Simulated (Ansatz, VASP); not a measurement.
La2SbAs3: VASP beside Ansatz

Contents of INCAR:

```
SYSTEM = La2SbAs3
  PREC = Accurate
  ENCUT = 600
  EDIFF = 1E-6
  ISMEAR = 0
  SIGMA = 0.1
  LREAL = .False.
  LASPH = .True.
  NELM = 100
  ALGO = Normal
  ISIF = 3
  LWAVE = .False.
  LCHARG = .False.
  GGA = PE
  IBRION = 2
  NSW = 90
  EDIFFG = -0.04
```

File KPOINTS:

```
Automatic mesh
0
Gamma
  6 6 2
  0 0 0
```

Contents of POSCAR:

```
La2SbAs3
1.0
    4.5339897200      0.0000000000      0.0000000000
   -2.2669948600      3.9265502800      0.0000000000
    0.0000000000      0.0000000000      8.9502054800
La Sb As
2 1 3
Direct
    0.3333333300      0.6666666700      0.7520078400
    0.3333333300      0.6666666700      0.2479921600
    0.6666666700      0.3333333300      0.5000000000
    0.6666666700      0.3333333300      0.0000000000
    0.0000000000      0.0000000000      0.5000000000
    0.0000000000      0.0000000000      0.0000000000
```

Input for Ansatz:

```yaml
crystal:
  lattice:
    - [4.53398972, 0.0, 0.0]
    - [-2.26699486, 3.92655028, 0.0]
    - [0.0, 0.0, 8.95020548]
  atoms:
    - { symbol: La, position: [0.33333333, 0.66666667, 0.75200784] }
    - { symbol: La, position: [0.33333333, 0.66666667, 0.24799216] }
    - { symbol: Sb, position: [0.66666667, 0.33333333, 0.5] }
    - { symbol: As, position: [0.66666667, 0.33333333, 0.0] }
    - { symbol: As, position: [0.0, 0.0, 0.5] }
    - { symbol: As, position: [0.0, 0.0, 0.0] }
basis:
  ecutwfc: 420
kpoints:
  mp_grid: { grid: [6, 6, 2] }
hamiltonian:
  xc: pbe
scf:
  occupations: { method: gaussian, width: 0.1 }
  lower_state_search: "off"
output:
  forces: true
  stress: true
  eigenvalues: true
relax:
  adjacent_minimum: "off"
  f_tol: 0.04
  max_steps: 70
  cell: { stress_tol: 0.4 }
```

Change from the starting cell: species swapped into the Ce2CuSi3 type (P-6m2, No. 187).

Alike in both runs: task relaxation of cell and atoms; functional PBE; k mesh 6 × 6 × 2; occupations gaussian, width 0.1 eV; no spin polarisation.

|  | VASP | Ansatz |
| --- | --- | --- |
| version | VASP 6.6.1 | Ansatz 0.2.0 |
| potentials or method | VASP PAW PBE potentials, release 64 (La, Sb, As), cutoff 600 eV | scalar-relativistic, plane waves, PAW |
| valence electrons in the cell | 42 | 82 |

```tsv
	VASP	Ansatz	Ansatz less VASP
gap on the k mesh at the Fermi level, each at its own relaxed structure (eV)	none	none	-
relaxed volume (Å³/atom)	26.16	26.08	-0.088
relaxed length of the cell vector where the two differ most in proportion (Å)	8.122	8.102	-0.0199
```

A gap of «none» marks a metal or a gap that the smearing closes. VASP's potentials hold 42 valence electrons a cell and Ansatz's 82, so a difference there can come from the potentials and not from the codes.

Neither program's run includes spin-orbit coupling.
